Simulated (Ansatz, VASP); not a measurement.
Two plane-wave programs on Pb

```
Pb
1.0
     3.55956    0.00000    0.00000
    -1.77978    3.08267    0.00000
     0.00000    0.00000   29.74671
Pb
5
Direct
  0.00000 0.00000 0.23532
  0.66667 0.33333 0.32362
  0.33333 0.66667 0.42079
  0.00000 0.00000 0.51549
  0.66667 0.33333 0.60445
```

Alike in both runs: task single point; functional r2SCAN; dispersion rVV10; k mesh 12 × 12 × 1; occupations methfessel-paxton of order 1, width 0.1 eV; no spin polarisation.

|  | VASP | Ansatz |
| --- | --- | --- |
| version | VASP 6.6.1 | Ansatz 0.2.0 |
| potentials or method | VASP PAW PBE potentials, release 64 (Pb_d), cutoff 440 eV | scalar-relativistic, plane waves, PAW |
| valence electrons in the cell | 70 | 70 |

```csv
,VASP,Ansatz,Ansatz less VASP
gap on the k mesh at the Fermi level (eV),none,none,-
rms of the force components (eV/Å),0.025,0.029,+0.0046
```

VASP's potentials were made for PBE, not for r2SCAN. Atom by atom the forces differ by 0.009 eV/Å (rms over components). A gap of «none» marks a metal or a gap that the smearing closes. Ansatz's warnings: xc potential rough in thin density.

Neither program's run includes spin-orbit coupling.
